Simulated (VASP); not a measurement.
# MoS2 (R3m) in VASP: settings compared, part 2 of 2

VASP 6.6.1. The steps go on from the part before.

## (3) Single point, PBE (17.02 Å³/atom)

This run uses another cell than the first one, of 17.02 Å³/atom.

The input, INCAR:

```
SYSTEM = MoS2
PREC = Accurate
ENCUT = 520
EDIFF = 1E-7
ISMEAR = -1
SIGMA = 0.05
LREAL = .False.
LASPH = .True.
NELM = 80
ALGO = Normal
ISIF = 2
LWAVE = .False.
LCHARG = .False.
GGA = PE
NBANDS = 20
```

The input, KPOINTS:

```
regular mesh
0
Gamma
  10 10 10
  0 0 0
```

The input, POSCAR:

```
MoS2
1.0
    1.5586460310      0.8998847055      6.0668817029
   -1.5586460310      0.8998847055      6.0668817029
    0.0000000000     -1.7997694111      6.0668817029
Mo S
1 2
Direct
    0.0000000000      0.0000000000      0.0000000000
    0.4170000000      0.4170000000      0.4170000000
    0.2500000000      0.2500000000      0.2500000000
```

Potentials or basis: VASP PAW PBE potentials, release 64 (Mo_sv, S).

Run with:

```console
cat potpaw_PBE.64/Mo_sv/POTCAR potpaw_PBE.64/S/POTCAR > POTCAR
mpirun -np 1 vasp_std > vasp.out
```

OUTCAR:

```text
SYSTEM = MoS2
   PREC = Accurate
   ENCUT = 520
   EDIFF = 1E-7
   ISMEAR = -1
   LREAL = .False.
   LASPH = .True.
   NELM = 80
   ISIF = 2
   GGA = PE

 ion  position               nearest neighbor table
   1  0.000  0.000  0.000-   3 2.35   3 2.35   3 2.35   2 2.36   2 2.36   2 2.36
   2  0.417  0.417  0.417-   1 2.36   1 2.36   1 2.36
   3  0.250  0.250  0.250-   1 2.35   1 2.35   1 2.35

  LATTYP: Found a trigonal (rhomboedric) cell.
 ALAT       =     6.3282085561
 COS(alpha) =     0.8786713335

  Lattice vectors:

 A1 = (   1.5586460310,   0.8998847055,   6.0668817029)
 A2 = (  -1.5586460310,   0.8998847055,   6.0668817029)
 A3 = (   0.0000000000,  -1.7997694111,   6.0668817029)

Analysis of symmetry for initial positions (statically):
=====================================================================
 Subroutine PRICEL returns:
 Original cell was already a primitive cell.

 Routine SETGRP: Setting up the symmetry group for a
 trigonal (rhombohedral) supercell.

 Subroutine GETGRP returns: Found  6 space group operations
 (whereof  6 operations were pure point group operations)
 out of a pool of 12 trial point group operations.

The static configuration has the point symmetry C_3v.

Analysis of symmetry for dynamics (positions and initial velocities):
=====================================================================
 Subroutine PRICEL returns:
 Original cell was already a primitive cell.

 Routine SETGRP: Setting up the symmetry group for a
 trigonal (rhombohedral) supercell.

 Subroutine GETGRP returns: Found  6 space group operations
 (whereof  6 operations were pure point group operations)
 out of a pool of 12 trial point group operations.

The dynamic configuration has the point symmetry C_3v.

 Subroutine INISYM returns: Found  6 space group operations
 (whereof  6 operations are pure point group operations),
 and found     1 'primitive' translations

----------------------------------------------------------------------------------------
[... 113 lines left out ...]
   IMIX   =      4    mixing-type and parameters
     AMIX     =   0.40;   BMIX     =  1.00
     AMIX_MAG =   1.60;   BMIX_MAG =  1.00
  volume/ion in A,a.u.               =      17.02       114.85
  Fermi-wavevector in a.u.,A,eV,Ry     =   1.307321  2.470478 23.253556  1.709088
  Thomas-Fermi vector in A             =   2.438063
   LORBIT       =      0    0 simple, 1 ext, 2 COOP (PROOUT), +10 PAW based schemes
   GGA     = PE    functional components
   LHFCALC =     F    Hartree Fock is set to
   AEXX    =    0.0000 exact exchange contribution
   IVDW    =     0    specifies the selected vdW correction
   LEPSILON=     F    determine dielectric tensor
   LRPA    =     F    only Hartree local field effects (RPA)
 non-spin polarized calculation
  energy-cutoff  :      520.00
  volume of cell :       51.06
 maximum number of plane-waves:      1390
   NGX = 23   NGY = 23   NGZ = 23

 number of electron      26.0000000 magnetization

 Free energy of the ion-electron system (eV)
  ---------------------------------------------------
  ext. energy  EPLUGINS =         0.00000000
  ---------------------------------------------------
  free energy    TOTEN  =       -21.67302036 eV

  energy without entropy =      -21.67301938  energy(sigma->0) =      -21.67301987

 E-fermi :   8.6572     XC(G=0): -11.0295

 val. band max:        8.2404821620   @ k =   0.5000   0.5000   0.5000
 cond. band min:       9.1736655375   @ k =  -0.2000   0.2000   0.0000
 fundamental gap:      0.9331833755
 Fermi energy:         8.6572046635

 k-point     1 :       0.0000    0.0000    0.0000
  band No.  band energies     occupation
      1     -53.3408      2.00000
      2     -27.5508      2.00000
      3     -27.2730      2.00000
      4     -27.2730      2.00000
      5      -7.1958      2.00000
      6      -5.3342      2.00000
[... 541 lines left out ...]
     19      16.0164      0.00000
     20      16.9389      0.00000

 [... further k-points ...]

------------------------ aborting loop because EDIFF is reached ----------------------------------------

  FORCE on cell =-STRESS in cart. coord.  units (eV):
  Direction    XX          YY          ZZ          XY          YZ          ZX
  --------------------------------------------------------------------------------------
  -------------------------------------------------------------------------------------
  Total        3.6501095      3.6501095      4.6384017      0.0000000     -0.0000000      0.0000000
  in kB      114.5421485    114.5421485    145.5552240      0.0000000     -0.0000000      0.0000000
  external PRESSURE =     124.8798403 kB  Pullay stress =       0.0000000 kB

 VOLUME and BASIS-vectors are now :
 -----------------------------------------------------------------------------
  energy-cutoff  :      520.00
  volume of cell :       51.06
      direct lattice vectors                 reciprocal lattice vectors
     1.558646031  0.899884705  6.066881703     0.320791244  0.185208911  0.054943107
    -1.558646031  0.899884705  6.066881703    -0.320791244  0.185208911  0.054943107
     0.000000000 -1.799769411  6.066881703     0.000000000 -0.370417823  0.054943107

 POSITION                                       TOTAL-FORCE (eV/Angst)
 -----------------------------------------------------------------------------------
      0.00000      0.00000      0.00000         0.000000     -0.000000      0.094585
      0.00000     -0.00000      7.58967         0.000000     -0.000000      1.152747
      0.00000     -0.00000      4.55016         0.000000      0.000000     -1.247333
 -----------------------------------------------------------------------------------
    total drift:                                0.000000     -0.000000     -0.000000

  FREE ENERGIE OF THE ION-ELECTRON SYSTEM (eV)
  ---------------------------------------------------
  free  energy   TOTEN  =       -21.6730203620 eV

  energy  without entropy=      -21.6730193784  energy(sigma->0) =      -21.67301987
```

OSZICAR:

```text
N       E                     dE             d eps       ncg     rms          rms(c)
DAV:   1     0.185276900605E+03    0.18528E+03   -0.13618E+04  4656   0.124E+03
DAV:   2    -0.156862685506E+02   -0.20096E+03   -0.19515E+03  5668   0.320E+02
DAV:   3    -0.229476625692E+02   -0.72614E+01   -0.71975E+01  5772   0.571E+01
DAV:   4    -0.230279267513E+02   -0.80264E-01   -0.80222E-01  5672   0.633E+00
DAV:   5    -0.230291603343E+02   -0.12336E-02   -0.12335E-02  5876   0.767E-01    0.277E+01
DAV:   6    -0.219589618305E+02    0.10702E+01   -0.85179E+00  4952   0.185E+01    0.970E+00
DAV:   7    -0.217681845597E+02    0.19078E+00   -0.29784E+00  4752   0.103E+01    0.659E+00
DAV:   8    -0.216728090082E+02    0.95376E-01   -0.49422E-01  5204   0.444E+00    0.187E+00
DAV:   9    -0.216740883414E+02   -0.12793E-02   -0.19398E-02  5432   0.892E-01    0.700E-01
DAV:  10    -0.216729808929E+02    0.11074E-02   -0.69774E-03  5196   0.558E-01    0.105E-01
DAV:  11    -0.216730283182E+02   -0.47425E-04   -0.52785E-04  5412   0.164E-01    0.838E-02
DAV:  12    -0.216730091439E+02    0.19174E-04   -0.56602E-05  5232   0.431E-02    0.263E-02
DAV:  13    -0.216730203677E+02   -0.11224E-04   -0.16489E-05  5032   0.245E-02    0.686E-03
DAV:  14    -0.216730203620E+02    0.56471E-08   -0.78644E-07  6084   0.555E-03
   1 F= -.21673020E+02 E0= -.21673020E+02  d E =-.983626E-06
```

Wall time 5.9 min (1 thread of Intel Xeon Platinum 8375C at 2.90GHz (Ice Lake), shared host); peak memory 0.38 GiB.

What came out:

```yaml
Free_energy: -21.6730 eV
Pressure: 12.5 GPa
Largest_force: 1.247 eV/Å
Band_gap_on_the_k_mesh: 0.93 eV (least direct gap 2.07 eV)
```

Forces on the atoms (eV/Å):
```
Mo   0.000  0.000  0.095
S    0.000  0.000  1.153
S    0.000  0.000 -1.247
```

Stress tensor (GPa, compression positive):
```
11.45  0.00  0.00
 0.00 11.45  0.00
 0.00  0.00 14.56
```

Caveat: the cell stands under pressure; forces of over 1 eV/Å act on the atoms, so gaps and moduli don't describe the material at rest.

## (4) Single point, PBE (18.08 Å³/atom)

This run uses another cell than the first one, of 18.08 Å³/atom.

The input, INCAR:

```
SYSTEM = MoS2
ALGO = Normal
EDIFF = 1E-6
ENCUT = 520
GGA = PE
ISIF = 2
ISMEAR = -1
LASPH = .TRUE.
LCHARG = .FALSE.
LREAL = .FALSE.
LWAVE = .FALSE.
NBANDS = 20
NELM = 60
PREC = Accurate
SIGMA = 0.05
```

The input, KPOINTS:

```
k-points
0
G
  10 10 10
  0 0 0
```

The input, POSCAR:

```
MoS2
1.0
    1.5904638811      0.9182547499      6.1907296638
   -1.5904638811      0.9182547499      6.1907296638
    0.0000000000     -1.8365094997      6.1907296638
Mo S
1 2
Direct
    0.0000000000      0.0000000000      0.0000000000
    0.4170000000      0.4170000000      0.4170000000
    0.2500000000      0.2500000000      0.2500000000
```

Potentials or basis: VASP PAW PBE potentials, release 64 (Mo_sv, S).

Run with:

```console
cat potpaw_PBE.64/Mo_sv/POTCAR potpaw_PBE.64/S/POTCAR > POTCAR
mpirun -np 1 vasp_std > vasp.out
```

OUTCAR:

```text
SYSTEM = MoS2
   EDIFF = 1E-6
   ENCUT = 520
   GGA = PE
   ISIF = 2
   ISMEAR = -1
   LASPH = .TRUE.
   LREAL = .FALSE.
   NELM = 60
   PREC = Accurate

 ion  position               nearest neighbor table
   1  0.000  0.000  0.000-   3 2.40   3 2.40   3 2.40   2 2.41   2 2.41   2 2.41
   2  0.417  0.417  0.417-   1 2.41   1 2.41   1 2.41
   3  0.250  0.250  0.250-   1 2.40   1 2.40   1 2.40

  LATTYP: Found a trigonal (rhomboedric) cell.
 ALAT       =     6.4573911848
 COS(alpha) =     0.8786713335

  Lattice vectors:

[... 741 lines left out ...]

  FORCE on cell =-STRESS in cart. coord.  units (eV):
  Direction    XX          YY          ZZ          XY          YZ          ZX
  --------------------------------------------------------------------------------------
  -------------------------------------------------------------------------------------
  Total        0.4882150      0.4882150      1.1631504     -0.0000000      0.0000000      0.0000000
  in kB       14.4192138     14.4192138     34.3531341     -0.0000000      0.0000000      0.0000000
  external PRESSURE =      21.0638539 kB  Pullay stress =       0.0000000 kB

 VOLUME and BASIS-vectors are now :
 -----------------------------------------------------------------------------
  energy-cutoff  :      520.00
  volume of cell :       54.25
      direct lattice vectors                 reciprocal lattice vectors
     1.590463881  0.918254750  6.190729664     0.314373691  0.181503735  0.053843949
    -1.590463881  0.918254750  6.190729664    -0.314373691  0.181503735  0.053843949
     0.000000000 -1.836509500  6.190729664     0.000000000 -0.363007470  0.053843949

 POSITION                                       TOTAL-FORCE (eV/Angst)
 -----------------------------------------------------------------------------------
      0.00000      0.00000      0.00000         0.000000      0.000000      0.082903
      0.00000      0.00000      7.74460         0.000000      0.000000      0.093012
      0.00000      0.00000      4.64305         0.000000     -0.000000     -0.175916
 -----------------------------------------------------------------------------------
    total drift:                                0.000000     -0.000000      0.000019

  FREE ENERGIE OF THE ION-ELECTRON SYSTEM (eV)
  ---------------------------------------------------
  free  energy   TOTEN  =       -21.8141716943 eV

  energy  without entropy=      -21.8141708155  energy(sigma->0) =      -21.81417125
```

OSZICAR:

```text
N       E                     dE             d eps       ncg     rms          rms(c)
DAV:   1     0.182212789891E+03    0.18221E+03   -0.13467E+04  4640   0.123E+03
DAV:   2    -0.158909671631E+02   -0.19810E+03   -0.19292E+03  5644   0.316E+02
DAV:   3    -0.232141266875E+02   -0.73232E+01   -0.72474E+01  5780   0.568E+01
DAV:   4    -0.232975834162E+02   -0.83457E-01   -0.83415E-01  5752   0.641E+00
DAV:   5    -0.232988021080E+02   -0.12187E-02   -0.12186E-02  5764   0.761E-01    0.241E+01
DAV:   6    -0.222051304645E+02    0.10937E+01   -0.10851E+01  4916   0.198E+01    0.893E+00
DAV:   7    -0.219128460110E+02    0.29228E+00   -0.38976E+00  4752   0.114E+01    0.587E+00
DAV:   8    -0.218139813909E+02    0.98865E-01   -0.51455E-01  5240   0.441E+00    0.174E+00
DAV:   9    -0.218152250475E+02   -0.12437E-02   -0.20544E-02  5380   0.903E-01    0.599E-01
DAV:  10    -0.218141601088E+02    0.10649E-02   -0.85091E-03  5200   0.616E-01    0.135E-01
DAV:  11    -0.218141691691E+02   -0.90603E-05   -0.45565E-04  5476   0.149E-01    0.501E-02
DAV:  12    -0.218141522754E+02    0.16894E-04   -0.88101E-05  5288   0.604E-02    0.297E-02
DAV:  13    -0.218141714379E+02   -0.19163E-04   -0.28049E-05  4976   0.311E-02    0.860E-03
DAV:  14    -0.218141716943E+02   -0.25639E-06   -0.14998E-06  4556   0.738E-03
   1 F= -.21814172E+02 E0= -.21814171E+02  d E =-.878819E-06
```

Run time: 5.8 min. Hardware: 1 thread of Intel Xeon Platinum 8375C at 2.90GHz (Ice Lake), shared host; peak memory 0.38 GiB.

Results:

| Property | Result |
| --- | --- |
| Free energy | -21.8142 eV |
| Pressure | 2.1 GPa |
| Largest force | 0.176 eV/Å |
| Band gap on the k mesh | 0.98 eV (least direct gap 1.91 eV) |

Forces in eV/Å, atoms in the order of the input:
```
Mo   0.000  0.000  0.083
S    0.000  0.000  0.093
S    0.000  0.000 -0.176
```

## (5) Summary

| task | level | cell | k mesh | cutoff (eV) | smearing | tolerance level | purpose | passes | dipole correction | gap on the mesh (eV) | pressure (GPa) | largest force (eV/Å) |
| --- | --- | --- | --- | --- | --- | --- | --- | --- | --- | --- | --- | --- |
| relaxation of cell and atoms | r2SCAN+rVV10 | relaxed from a = 6.541 Å, angles 28.5°, 3 atoms | 6 × 6 × 6 | 390 | gaussian 0.03 eV | screening | cell | 2 | - | 1.02 | 0.0 | - |
| single point | PBE | a = 6.328 Å, angles 28.5°, 3 atoms | 10 × 10 × 10 | 520 | fermi-dirac 0.05 eV | - | - | - | no | 0.93 | 12.5 | 1.25 |
| single point | PBE | a = 6.457 Å, angles 28.5°, 3 atoms | 10 × 10 × 10 | 520 | fermi-dirac 0.05 eV | - | - | - | no | 0.98 | 2.1 | 0.18 |

Alike in all rows: potentials or basis VASP PAW PBE potentials, release 64 (Mo_sv, S); no spin polarisation.

Caveats: the PAW data sets were made with another functional, which shifts forces and pressure a little (at least some runs); the cell stands under pressure (at least some runs); forces of over 1 eV/Å act on the atoms, so gaps and moduli don't describe the material at rest (at least some runs).

Total energies depend on the potentials used, so only differences within one code and one set of settings carry meaning.
